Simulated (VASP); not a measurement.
As: single point with LDA

As, a slab with vacuum:

```xyz
2
Lattice="3.5760 0.0000 0.0000 -1.7880 3.0969 0.0000 0.0000 0.0000 28.0000" Properties=species:S:1:pos:R:3 pbc="T T T"
As    0.0000    2.0646   14.5920
As    1.7880    1.0323   13.4080
```

```json
{"Program": "VASP 6.6.1", "Task": "single point", "Functional": "LDA", "Potentials or basis": "VASP PAW LDA potentials, release 64 (As)", "Cutoff": "520 eV", "k mesh": "9 × 9 × 1", "Occupations": "gaussian, width 0.02 eV", "Spin": "no spin polarisation"}
```

```
Largest force                          : 2.669 eV/Å
Band gap on the k mesh                 : 1.05 eV, indirect (least direct gap 1.19 eV)
Ionisation potential of the upper face : 5.72 eV
```

Forces on the atoms (eV/Å):
```
As   0.000  0.000  2.669
As   0.000  0.000 -2.669
```

Levels at points of the mesh, in eV from the valence-band top:
| k point | band 2 | band 3 | band 4 | band 5 | band 6 | band 7 | band 8 | band 9 |
| --- | --- | --- | --- | --- | --- | --- | --- | --- |
| (0.00, 0.00, 0.00) | -6.83 | -1.05 | -1.05 | -0.14 | 1.05 | 3.12 | 3.12 | 5.03 |

Wall time 63 s on 1 thread of Intel(R) Xeon(R) Platinum 8488C (Sapphire Rapids) (shared host), peak memory 0.31 GiB.
